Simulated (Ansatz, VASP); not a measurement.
## Two plane-wave programs on MgPtS3

```
Mg Pt S
1.0
     4.30128    0.00000    0.00000
     0.00000    4.30128    0.00000
     0.00000    0.00000    7.28092
Mg Pt S
1 1 3
Direct
  0.00000 0.00000 0.61186
  0.00000 0.00000 0.98316
  0.50000 0.00000 0.84280
  0.00000 0.50000 0.84280
  0.00000 0.00000 0.29698
```

Alike in both runs: functional PBE; k mesh 3 × 3 × 2; occupations gaussian, width 0.15 eV; no spin polarisation.

Ansatz relaxed the structure, and its values are those at the end. VASP's run is a single point on that final structure, the one shown.

|  | VASP | Ansatz |
| --- | --- | --- |
| version | VASP 6.6.1 | Ansatz 0.2.0 |
| potentials or method | VASP PAW PBE potentials, release 64 (Mg, Pt, S), cutoff 600 eV | scalar-relativistic, plane waves, PAW |
| valence electrons in the cell | 30 | 46 |

|  | VASP | Ansatz | Ansatz less VASP |
| --- | --- | --- | --- |
| gap on the k mesh at the Fermi level (eV) | none | none | - |
| pressure (GPa) | -0.1 | 0.0 | +0.13 |
| rms of the force components (eV/Å) | 0.010 | 0.006 | -0.0037 |

A gap of «none» marks a metal or a gap that the smearing closes. The functional is the same, so the differences come from potentials, cutoffs and numerics. VASP's potentials hold 30 valence electrons a cell and Ansatz's 46, so a difference there can come from the potentials and not from the codes.

The k mesh is coarse, so the values compare programs but aren't converged. Spin-orbit coupling is off throughout.
